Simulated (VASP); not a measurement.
A run of VASP 6.6.1:

File INCAR:

```
SYSTEM = Ta
PREC = Accurate
ENCUT = 520
EDIFF = 1E-6
ISMEAR = 0
SIGMA = 0.1
LREAL = .False.
LASPH = .True.
NELM = 100
ALGO = Normal
ISIF = 2
LWAVE = .False.
LCHARG = .False.
GGA = PS
NBANDS = 12
```

Contents of KPOINTS:

```
Automatic mesh
0
Gamma
  12 12 14
  0 0 0
```

File POSCAR:

```
Ta
1.0
    2.8576348909     -0.0173761594      0.4154670335
   -1.4438656410      2.5008486494      0.0000000000
    1.7800165482      1.0276930333      2.8267287599
Ta
1
Direct
    0.0000000000      0.0000000000      0.0000000000
```

Potentials or basis: VASP PAW PBE potentials, release 64 (Ta_pv).

Command:

```sh
$ cat potpaw_PBE.64/Ta_pv/POTCAR > POTCAR
$ mpirun -np 1 vasp_std > vasp.out
```

Hardware: 1 thread of Intel(R) Xeon(R) 6975P-C (Granite Rapids), with other jobs on the host.

Task: Estimate the wall time of this run.

Result: It took 63 s on 1 thread of Intel(R) Xeon(R) 6975P-C (Granite Rapids) (shared host), peak memory 0.24 GiB. Counts: scf iterations 11, k points 554.
